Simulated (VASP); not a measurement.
# LiB108N108 (a cell with a defect) in VASP: further runs

Runs on LiB108N108 (a cell with a defect). Level: PBE. Tasks: single point.

All numbers are computed with VASP 6.6.1; they aren't measurements. Logs are shortened: lines on timing, memory, paths and dates and some standing lists are left out, and cuts for length are marked.

### Step 1. The cell of the first run

The cell holds a defect, 217 atoms: a = 12.930 Å, b = 12.930 Å, c = 12.991 Å, α = 90.00°, β = 90.00°, γ = 120.00°.

### Step 2. Single point, PBE

Contents of INCAR:

```
SYSTEM = LiB108N108
PREC     = Accurate       ! precision mode
ENCUT    = 520            ! plane-wave cutoff, eV
EDIFF    = 1E-6           ! SCF threshold, eV
ISMEAR   = -1             ! smearing method
SIGMA    = 0.01           ! smearing width, eV
LREAL    = Auto         
LASPH    = .TRUE.         ! aspherical terms in the spheres
NELM     = 60             ! most SCF steps
ALGO     = Normal         ! electronic algorithm
ISIF     = 2              ! what is computed and relaxed
LWAVE    = .FALSE.        ! write WAVECAR
LCHARG   = .FALSE.        ! write CHGCAR
GGA      = PE             ! functional
NBANDS   = 548            ! bands
NELECT   = 866.0        
LUSENCCL = .FALSE.
```

Contents of KPOINTS:

```
regular mesh
0
G
  1 1 1
  0 0 0
```

Contents of POSCAR:

```
LiB108N108
1.0
   11.1975469300      6.4649067300      0.0000000000
  -11.1975469300      6.4649067300      0.0000000000
    0.0000000000      0.0000000000     12.9909657500
B N Li
108 108 1
Direct
   -0.0003991018      0.2211566564      0.1257526216
    0.1107023992      0.1099815270      0.1252547371
    0.2219438577     -0.0010393560      0.1260770009
   -0.0000786856      0.1121752757      0.3747578967
    0.1109659788      0.0009760848      0.3741635605
    0.2218770654      0.2229726625      0.3760867432
[... 209 lines left out ...]
    0.8891404490      0.8893192381      0.6259566191
    0.6375499011      0.6576140278      0.2491041130
```

Potentials or basis: VASP PAW PBE potentials, release 64 (B, N, Li_sv).

The run is started by

```
cat potpaw_PBE.64/B/POTCAR potpaw_PBE.64/N/POTCAR potpaw_PBE.64/Li_sv/POTCAR > POTCAR
mpirun -np 1 vasp_gam > vasp.out
```

OUTCAR:

```text
SYSTEM = LiB108N108
   PREC = Accurate
   ENCUT = 520
   EDIFF = 1E-6
   ISMEAR = -1
   LREAL = Auto
   LASPH = .TRUE.
   NELM = 60
   ISIF = 2
   GGA = PE
   NELECT = 866.0

 ion  position               nearest neighbor table
   1  1.000  0.221  0.126- 186 1.44 125 1.44 112 1.44
   2  0.111  0.110  0.125- 113 1.44 114 1.44 112 1.44
   3  0.222  0.999  0.126- 138 1.44 148 1.44 113 1.44
   4  1.000  0.112  0.375- 109 1.43 110 1.44 183 1.44
   5  0.111  0.001  0.374- 111 1.44 110 1.44 133 1.44
   6  0.222  0.223  0.376- 110 1.44 145 1.44 123 1.44
[... 45 lines left out ...]
  52  0.332  0.445  0.383- 123 1.43 157 1.44 158 1.44
  53  0.444  0.333  0.381- 145 1.43 159 1.44 158 1.44
  54  0.554  0.554  0.393- 158 1.42 193 1.44 171 1.45 217 2.23
  55  0.333  0.556  0.627- 132 1.44 166 1.44 179 1.44
  56  0.444  0.445  0.627- 167 1.44 166 1.44 168 1.44
  57  0.556  0.334  0.626- 156 1.44 167 1.44 202 1.44
  58  0.333  0.444  0.872- 129 1.44 163 1.44 164 1.44
  59  0.445  0.333  0.873- 151 1.44 165 1.44 164 1.44
  60  0.556  0.555  0.872- 164 1.44 199 1.44 177 1.44
  61  0.333  0.888  0.125- 138 1.44 149 1.44 172 1.44
  62  0.444  0.777  0.118- 172 1.43 174 1.44 173 1.44
  63  0.553  0.666  0.105- 173 1.42 208 1.45 162 1.45 217 2.19
  64  0.333  0.779  0.377- 169 1.43 135 1.44 170 1.44
  65  0.443  0.667  0.384- 157 1.43 170 1.43 171 1.46
  66  0.555  0.890  0.381- 147 1.43 170 1.44 205 1.44
  67  0.334  0.889  0.625- 144 1.44 155 1.44 178 1.44
  68  0.445  0.778  0.627- 178 1.44 180 1.44 179 1.44
  69  0.556  0.667  0.628- 179 1.44 214 1.44 168 1.44
[... 13 lines left out ...]
  83  0.778  1.000  0.874- 188 1.44 189 1.44 211 1.44
  84  0.889  0.222  0.875- 201 1.44 115 1.44 188 1.44
  85  0.667  0.553  0.112- 196 1.42 209 1.44 162 1.45 217 2.37
  86  0.778  0.443  0.122- 197 1.43 198 1.44 196 1.44
  87  0.889  0.332  0.126- 124 1.44 186 1.44 197 1.44
  88  0.666  0.444  0.379- 159 1.43 194 1.43 193 1.45
  89  0.777  0.334  0.374- 195 1.44 181 1.44 194 1.44
  90  0.889  0.556  0.376- 121 1.43 194 1.44 207 1.44
  91  0.667  0.556  0.627- 202 1.44 215 1.44 168 1.44
  92  0.778  0.445  0.626- 203 1.44 204 1.44 202 1.44
  93  0.889  0.334  0.625- 192 1.44 130 1.44 203 1.44
  94  0.667  0.444  0.873- 200 1.44 165 1.44 199 1.44
  95  0.778  0.333  0.874- 201 1.44 187 1.44 200 1.44
  96  0.889  0.555  0.874- 127 1.44 200 1.44 213 1.44
  97  0.666  0.889  0.120- 185 1.43 174 1.43 208 1.45
  98  0.779  0.778  0.115- 210 1.42 209 1.44 208 1.45
  99  0.889  0.666  0.123- 198 1.43 136 1.43 209 1.45
 100  0.667  0.780  0.389- 205 1.42 206 1.44 171 1.45 217 2.32
 101  0.778  0.668  0.384- 207 1.43 206 1.44 193 1.45
 102  0.889  0.890  0.377- 133 1.43 183 1.43 206 1.45
 103  0.667  0.890  0.627- 191 1.44 180 1.44 214 1.44
 104  0.778  0.778  0.627- 216 1.44 215 1.44 214 1.44
 105  0.889  0.667  0.626- 142 1.44 204 1.44 215 1.44
 106  0.667  0.778  0.872- 211 1.44 212 1.44 177 1.44
[... 53 lines left out ...]
 160  0.333  0.443  0.119-  50 1.43  49 1.44  15 1.44
 161  0.444  0.332  0.121-  50 1.43  51 1.44  37 1.44
 162  0.555  0.555  0.113-  63 1.45  85 1.45  50 1.46 217 2.14
 163  0.334  0.555  0.872-  71 1.44  58 1.44  24 1.44
 164  0.445  0.444  0.872-  60 1.44  58 1.44  59 1.44
 165  0.556  0.333  0.873-  94 1.44  59 1.44  48 1.44
 166  0.334  0.445  0.627-  56 1.44  55 1.44  21 1.44
 167  0.445  0.334  0.627-  56 1.44  57 1.44  43 1.44
 168  0.556  0.556  0.627-  69 1.44  91 1.44  56 1.44
 169  0.333  0.890  0.375-  64 1.43  41 1.44  30 1.44
 170  0.444  0.778  0.380-  65 1.43  66 1.44  64 1.44
 171  0.555  0.667  0.386-  54 1.45 100 1.45  65 1.46 217 2.11
 172  0.333  0.777  0.123-  62 1.43  27 1.44  61 1.44
 173  0.443  0.666  0.110-  63 1.42  49 1.44  62 1.44
 174  0.555  0.888  0.121-  97 1.43  62 1.44  39 1.44
 175  0.334  0.889  0.875-  70 1.44  47 1.44  36 1.44
 176  0.445  0.778  0.873-  71 1.44  72 1.44  70 1.44
 177  0.556  0.666  0.872-  60 1.44 106 1.44  71 1.44
[... 37 lines left out ...]
 215  0.778  0.667  0.627-  91 1.44 104 1.44 105 1.44
 216  0.889  0.889  0.626- 104 1.44  81 1.44  31 1.44
 217  0.638  0.658  0.249- 171 2.11 162 2.14  63 2.19  54 2.23 100 2.32  85 2.37

  LATTYP: Found a hexagonal cell.
 ALAT       =    12.9298134664
 C/A-ratio  =     1.0047295565

  Lattice vectors:

 A1 = (  11.1975469300,   6.4649067300,   0.0000000000)
 A2 = ( -11.1975469300,   6.4649067300,   0.0000000000)
 A3 = (   0.0000000000,   0.0000000000,  12.9909657500)

Analysis of symmetry for initial positions (statically):
=====================================================================
 Subroutine PRICEL returns:
 Original cell was already a primitive cell.

 Routine SETGRP: Setting up the symmetry group for a
 hexagonal supercell.

 Subroutine GETGRP returns: Found  1 space group operations
 (whereof  1 operations were pure point group operations)
 out of a pool of 24 trial point group operations.

The static configuration has the point symmetry C_1 .

Analysis of symmetry for dynamics (positions and initial velocities):
=====================================================================
 Subroutine PRICEL returns:
 Original cell was already a primitive cell.

 Routine SETGRP: Setting up the symmetry group for a
 hexagonal supercell.

 Subroutine GETGRP returns: Found  1 space group operations
 (whereof  1 operations were pure point group operations)
 out of a pool of 24 trial point group operations.

The dynamic configuration has the point symmetry C_1 .

 Subroutine INISYM returns: Found  1 space group operations
 (whereof  1 operations are pure point group operations),
 and found     1 'primitive' translations

----------------------------------------------------------------------------------------

                                     Primitive cell

  volume of cell :    1880.8605

  direct lattice vectors                    reciprocal lattice vectors
    11.197546930  6.464906730  0.000000000     0.044652637  0.077340636 -0.000000000
   -11.197546930  6.464906730  0.000000000    -0.044652637  0.077340636  0.000000000
     0.000000000  0.000000000 12.990965750     0.000000000 -0.000000000  0.076976571

  length of vectors
    12.929813466 12.929813466 12.990965750     0.089305274  0.089305274  0.076976571

  position of ions in fractional coordinates (direct lattice)
     0.999600898  0.221156656  0.125752622
     0.110702399  0.109981527  0.125254737
     0.221943858  0.998960644  0.126077001
     0.999921314  0.112175276  0.374757897
     0.110965979  0.000976085  0.374163561
     0.221877065  0.222972662  0.376086743
[... 126 lines left out ...]
     0.999483237  0.889648384  0.374971661
     0.110685917  0.778568985  0.374301195
   k-points           NKPTS =      1   k-points in BZ     NKDIM =      1   number of bands    NBANDS=    548
   number of dos      NEDOS =    301   number of ions     NIONS =    217
   total plane-waves  NPLWV = 903168
   dimension x,y,z NGX =    96 NGY =   96 NGZ =   98
   dimension x,y,z NGXF=   192 NGYF=  192 NGZF=  196
   ions per type =             108 108   1
   NGX,Y,Z   is equivalent  to a cutoff of  12.34, 12.34, 12.54 a.u.
   NGXF,Y,Z  is equivalent  to a cutoff of  24.69, 24.69, 25.08 a.u.
 SYSTEM =  LiB108N108
   PREC   = accura    normal or accurate (medium, high low for compatibility)
   ISTART =      0    job   : 0-new  1-cont  2-samecut
   ICHARG =      2    charge: 1-file 2-atom 10-const
   ISPIN  =      1    spin polarized calculation?
   LNONCOLLINEAR =      F non collinear calculations
   LSORBIT =      F    spin-orbit coupling
   LASPH  =      T    aspherical Exc in radial PAW
   ENCUT  =  520.0 eV  38.22 Ry    6.18 a.u.  24.04 24.04 24.15*2*pi/ulx,y,z
   NELM   =     60;   NELMIN=  2; NELMDL= -5     # of ELM steps
   EDIFF  = 0.1E-05   stopping-criterion for ELM
   LREAL  =      T    real-space projection
   EDIFFG = 0.1E-04   stopping-criterion for IOM
   NSW    =      0    number of steps for IOM
   IBRION =     -1    ionic relax: 0-MD 1-quasi-New 2-CG
   NFREE  =      0    steps in history (QN), initial steepest desc. (CG)
   ISIF   =      2    stress and relaxation
   ISYM   =      2    0-nonsym 1-usesym 2-fastsym
   POTIM  = 0.5000    time-step for ionic-motion
   TEBEG  =    0.0;   TEEND  =   0.0 temperature during run
   PSTRESS=    0.0 pullay stress
   NELECT =     866.0000    total number of electrons
   NUPDOWN=      -1.0000    fix difference up-down
   EMIN   =  10.00;   EMAX   =-10.00  energy-range for DOS
   EFERMI =   0.00;   METHOD = LEGACY
   ISMEAR =    -1;   SIGMA  =   0.01  broadening in eV -4-tet -1-fermi 0-gaus
   EFERMI_NEDOS =   21; number of points for ismear=-14 and -15
   IALGO  =     38    algorithm
   IMIX   =      4    mixing-type and parameters
     AMIX     =   0.40;   BMIX     =  1.00
     AMIX_MAG =   1.60;   BMIX_MAG =  1.00
  volume/ion in A,a.u.               =       8.67        58.49
  Fermi-wavevector in a.u.,A,eV,Ry     =   1.264140  2.388879 21.742799  1.598051
  Thomas-Fermi vector in A             =   2.397461
   LORBIT       =      0    0 simple, 1 ext, 2 COOP (PROOUT), +10 PAW based schemes
   GGA     = PE    functional components
   LHFCALC =     F    Hartree Fock is set to
   AEXX    =    0.0000 exact exchange contribution
   IVDW    =     0    specifies the selected vdW correction
   LEPSILON=     F    determine dielectric tensor
   LRPA    =     F    only Hartree local field effects (RPA)
 non-spin polarized calculation
  energy-cutoff  :      520.00
  volume of cell :     1880.86
 maximum number of plane-waves:     25255
   NGX = 49   NGY = 49   NGZ = 49

 number of electron     866.0000043 magnetization

 Free energy of the ion-electron system (eV)
  ---------------------------------------------------
  ext. energy  EPLUGINS =         0.00000000
  ---------------------------------------------------
  free energy    TOTEN  =     -1902.03840528 eV

  energy without entropy =    -1902.03840528  energy(sigma->0) =    -1902.03840528

 E-fermi :   2.9204     XC(G=0): -10.2647

 val. band max:        2.6695213949   @ k =   0.0000   0.0000   0.0000
 cond. band min:       6.7654985450   @ k =   0.0000   0.0000   0.0000
 fundamental gap:      4.0959771501
 Fermi energy:         2.9203657241

 k-point     1 :       0.0000    0.0000    0.0000
  band No.  band energies     occupation
      1     -42.8377      2.00000
      2     -15.4854      2.00000
      3     -15.3669      2.00000
      4     -15.1188      2.00000
      5     -14.9397      2.00000
      6     -14.8807      2.00000
[... 437 lines left out ...]
    444       7.2385      0.00000
    445       7.3191      0.00000
 [bands above 445 left out]

------------------------ aborting loop because EDIFF is reached ----------------------------------------

  FORCE on cell =-STRESS in cart. coord.  units (eV):
  Direction    XX          YY          ZZ          XY          YZ          ZX
  --------------------------------------------------------------------------------------
  -------------------------------------------------------------------------------------
  Total      126.9311748    126.9752198     34.7912647      0.0224457      0.0147521     -0.0567180
  in kB      108.1240472    108.1615662     29.6363156      0.0191200      0.0125663     -0.0483142
  external PRESSURE =      81.9739763 kB  Pullay stress =       0.0000000 kB

 VOLUME and BASIS-vectors are now :
 -----------------------------------------------------------------------------
  energy-cutoff  :      520.00
  volume of cell :     1880.86
      direct lattice vectors                 reciprocal lattice vectors
    11.197546930  6.464906730  0.000000000     0.044652637  0.077340636 -0.000000000
   -11.197546930  6.464906730  0.000000000    -0.044652637  0.077340636  0.000000000
     0.000000000  0.000000000 12.990965750     0.000000000 -0.000000000  0.076976571

 POSITION                                       TOTAL-FORCE (eV/Angst)
 -----------------------------------------------------------------------------------
      8.71667      7.89208      1.63365        -0.001112     -0.001008     -0.000757
      0.00807      1.42670      1.62718        -0.003648      0.002523     -0.001862
     -8.70068      7.89303      1.63786        -0.005410     -0.000993     -0.001438
      9.94058      7.18960      4.86847        -0.003319     -0.001684     -0.000019
      1.23162      0.72370      4.86075         0.000696      0.001095      0.000619
     -0.01227      2.87591      4.88573        -0.001681     -0.004313      0.001162
[... 209 lines left out ...]
     -0.00200     11.49758      8.13178         0.000369      0.000592     -0.001687
     -0.22467      8.37311      3.23610         0.270470      0.288489      0.024224
 -----------------------------------------------------------------------------------
    total drift:                                0.008807      0.013674      0.001796

  FREE ENERGIE OF THE ION-ELECTRON SYSTEM (eV)
  ---------------------------------------------------
  free  energy   TOTEN  =     -1902.0384052789 eV

  energy  without entropy=    -1902.0384052789  energy(sigma->0) =    -1902.03840528
```

Run time: 3.8 min. Hardware: 1 × NVIDIA H100 80GB with 1 thread of AMD EPYC 7R13 (Zen 3), shared host; peak memory 2.3 GiB.

Results:

```
Free energy   : -1902.0384 eV
Largest force : 0.396 eV/Å
```

Caveat: the k points lie up to 0.56 Å⁻¹ apart; the cell carries a net charge on a neutralising background, which shifts energy and pressure; the cell is charged against a uniform background, so pressure and absolute levels hang on convention; the cutoff is under 1.25 times the usual one of these potentials, so pressure, stress and relaxed cells hold a basis-set (Pulay) error.

[end of part 1 of 2]
